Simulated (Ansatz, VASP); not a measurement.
Al2Pt in VASP and in Ansatz

```
CELL_PARAMETERS angstrom
2.94826 -2.94826 0.00000
2.94826 0.00000 -2.94826
6.87927 5.40514 5.40514
ATOMIC_POSITIONS crystal
Al 0.59722 0.59722 0.41668
Al 0.98611 0.98611 0.08335
Al 0.20833 0.20833 0.75002
Al 0.51389 0.51389 0.91668
Al 0.90277 0.90277 0.58335
Al 0.29166 0.29166 0.25002
Pt 0.25000 0.25000 0.50002
Pt 0.63889 0.63889 0.16668
Pt 0.86111 0.86111 0.83335
```

Alike in both runs: task single point; functional PBEsol; k mesh 11 × 11 × 4; occupations gaussian, width 0.15 eV; no spin polarisation.

|  | VASP | Ansatz |
| --- | --- | --- |
| version | VASP 6.6.1 | Ansatz 0.2.0 |
| potentials or method | VASP PAW PBE potentials, release 64 (Al, Pt), cutoff 520 eV | scalar-relativistic, plane waves, PAW |
| valence electrons in the cell | 48 | 72 |

```csv
,VASP,Ansatz,Ansatz less VASP
gap on the k mesh at the Fermi level (eV),none,none,-
pressure (GPa),-1.1,-1.1,+0.06
"traceless stress, the component that is largest in VASP (GPa)",-2.18,-2.16,+0.016
rms of the force components (eV/Å),0.296,0.295,-0.0001
```

VASP's potentials were made for PBE, not for PBEsol. Atom by atom the forces differ by 0.001 eV/Å (rms over components). A gap of «none» marks a metal or a gap that the smearing closes. With one functional, cell and mesh, what is left measures potentials, basis and numerics. VASP's potentials hold 48 valence electrons a cell and Ansatz's 72, so a difference there can come from the potentials and not from the codes.

Neither program's run includes spin-orbit coupling.
